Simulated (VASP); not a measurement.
BaCu3: single point with PBEsol

BaCu3:

```
Ba Cu
1.0
     4.33754    0.00000    0.00000
     0.00000    4.33754    0.00000
     0.00000    0.00000    4.33754
Ba Cu
1 3
Cartesian
  0.0000 0.0000 0.0000
  0.0000 2.1688 2.1688
  2.1688 2.1688 0.0000
  2.1688 0.0000 2.1688
```

This cell differs from its parent crystal: volume scaled by 1.020.

```yaml
Program: VASP 6.6.1
Task: single point
Functional: PBEsol
Potentials_or_basis: VASP PAW PBE potentials, release 64 (Ba_sv, Cu)
Cutoff: 520 eV
k_mesh: 8 × 8 × 8
Occupations: gaussian, width 0.05 eV
Spin: no spin polarisation
Dipole_correction: no
Further_INCAR_settings: ALGO = Normal; EDIFF = 1e-06; NBANDS = 30
```

| Property | Result |
| --- | --- |
| Pressure | 0.3 GPa |

Levels at points of the mesh, in eV from the Fermi level:
```
           k point  band 19  band 20  band 21  band 22  band 23  band 24  band 25  band 26
(0.00, 0.00, 0.00)    -1.83    -1.83     0.80     0.80     2.54     2.54     2.54     5.37
(0.50, 0.00, 0.00)    -2.04    -2.04    -1.83     1.16     1.16     1.16     3.12     5.39
(0.50, 0.50, 0.00)    -2.18    -2.15    -0.92    -0.17    -0.17     2.16     2.16     5.21
(0.50, 0.50, 0.50)    -1.96    -0.52    -0.42    -0.42    -0.42     2.36     2.36     2.36
```

Wall time 41 s on 1 thread of Intel(R) Xeon(R) 6975P-C (Granite Rapids), with other jobs on the host, peak memory 0.22 GiB.

Caveat: the PAW data sets were made with another functional, which shifts forces and pressure a little; spin-orbit coupling is left out, which moves the levels of the heavy elements.
